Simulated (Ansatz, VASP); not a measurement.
## Two plane-wave programs on Ir4Ru

Contents of INCAR:

```
PREC = Accurate ; ENCUT = 600
EDIFF = 1E-6 ; ISMEAR = 0
SIGMA = 0.1 ; LREAL = F
LASPH = T ; NELM = 100
ALGO = Normal ; ISIF = 3
LWAVE = F ; LCHARG = F
GGA = PE ; IBRION = 2
NSW = 90 ; EDIFFG = -0.04
```

The input KPOINTS:

```
Automatic mesh
0
Gamma
  6 6 1
```

Contents of POSCAR:

```
Ir4Ru
1.0
    2.7188851300      0.0000000000      0.0000000000
   -1.3594425600      2.3546235900      0.0000000000
    0.0000000000      0.0000000000     21.9415953000
Ru Ir
2 8
Direct
    0.3333333300      0.6666666700      0.7500000000
    0.6666666700      0.3333333300      0.2500000000
    0.3333333300      0.6666666700      0.9500000000
    0.3333333300      0.6666666700      0.1500000000
    0.3333333300      0.6666666700      0.3500000000
    0.3333333300      0.6666666700      0.5500000000
    0.6666666700      0.3333333300      0.0500000000
    0.6666666700      0.3333333300      0.4500000000
    0.6666666700      0.3333333300      0.6500000000
    0.6666666700      0.3333333300      0.8500000000
```

Input for Ansatz:

```yaml
crystal:
  lattice:
    - [2.71888513, 0.0, 0.0]
    - [-1.35944256, 2.35462359, 0.0]
    - [0.0, 0.0, 21.9415953]
  atoms:
    - { symbol: Ru, position: [0.33333333, 0.66666667, 0.75] }
    - { symbol: Ru, position: [0.66666667, 0.33333333, 0.25] }
    - { symbol: Ir, position: [0.33333333, 0.66666667, 0.95] }
    - { symbol: Ir, position: [0.33333333, 0.66666667, 0.15] }
    - { symbol: Ir, position: [0.33333333, 0.66666667, 0.35] }
    - { symbol: Ir, position: [0.33333333, 0.66666667, 0.55] }
    - { symbol: Ir, position: [0.66666667, 0.33333333, 0.05] }
    - { symbol: Ir, position: [0.66666667, 0.33333333, 0.45] }
    - { symbol: Ir, position: [0.66666667, 0.33333333, 0.65] }
    - { symbol: Ir, position: [0.66666667, 0.33333333, 0.85] }
basis:
  ecutwfc: 420
kpoints:
  mp_grid: { grid: [6, 6, 1] }
hamiltonian:
  xc: pbe
scf:
  occupations: { method: gaussian, width: 0.1 }
  lower_state_search: "off"
output:
  forces: true
  stress: true
  eigenvalues: true
relax:
  adjacent_minimum: "off"
  f_tol: 0.04
  max_steps: 70
  cell: { stress_tol: 0.4 }
```

Alike in both runs: task relaxation of cell and atoms; functional PBE; k mesh 6 × 6 × 1; occupations gaussian, width 0.1 eV; no spin polarisation.

|  | VASP | Ansatz |
| --- | --- | --- |
| version | VASP 6.6.1 | Ansatz 0.2.0 |
| potentials or method | VASP PAW PBE potentials, release 64 (Ru_pv, Ir), cutoff 600 eV | scalar-relativistic, plane waves, PAW |
| valence electrons in the cell | 100 | 168 |

|  | VASP | Ansatz | Ansatz less VASP |
| --- | --- | --- | --- |
| gap on the k mesh at the Fermi level, each at its own relaxed structure (eV) | none | none | - |
| relaxed volume (Å³/atom) | 14.47 | 14.44 | -0.031 |
| relaxed cell length with the largest relative difference (Å) | 21.806 | 21.784 | -0.0219 |

A gap of «none» marks a metal or a gap that the smearing closes. VASP's potentials hold 100 valence electrons a cell and Ansatz's 168, so a difference there can come from the potentials and not from the codes.

The k mesh is coarse, so the values compare programs but aren't converged. Neither program's run includes spin-orbit coupling.
